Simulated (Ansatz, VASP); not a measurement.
# Two plane-wave programs on TlSbO2

```
Tl Sb O
1.0
     1.75812    1.01505    6.47594
    -1.75812    1.01505    6.47594
     0.00000   -2.03010    6.47594
Tl Sb O
1 1 2
Direct
  0.00000 0.00000 0.00000
  0.50000 0.50000 0.50000
  0.22712 0.22712 0.22712
  0.77288 0.77288 0.77288
```

Alike in both runs: task single point; functional LDA; k mesh 8 × 8 × 8; occupations fermi-dirac, width 0.02 eV; no spin polarisation.

|  | VASP | Ansatz |
| --- | --- | --- |
| version | VASP 6.6.1 | Ansatz 0.2.0 |
| potentials or method | VASP PAW LDA potentials, release 64 (Tl_d, Sb, O) | plane waves, PAW |
| plane-wave cutoff (eV) | 520 | 420 |
| valence electrons in the cell | 30 | 40 |

|  | VASP | Ansatz | Ansatz less VASP |
| --- | --- | --- | --- |
| pressure (GPa) | -4.9 | -4.7 | +0.24 |
| traceless stress, the component that is largest in VASP (GPa) | 0.23 | 0.15 | -0.076 |
| rms of the force components (eV/Å) | 0.025 | 0.013 | -0.0117 |

LDA's correlation is that of Perdew and Zunger in VASP and of Perdew and Wang (1992) in Ansatz. Atom by atom the forces differ by 0.012 eV/Å (rms over components). VASP's potentials hold 30 valence electrons a cell and Ansatz's 40, so a difference there can come from the potentials and not from the codes.

Spin-orbit coupling is off throughout.
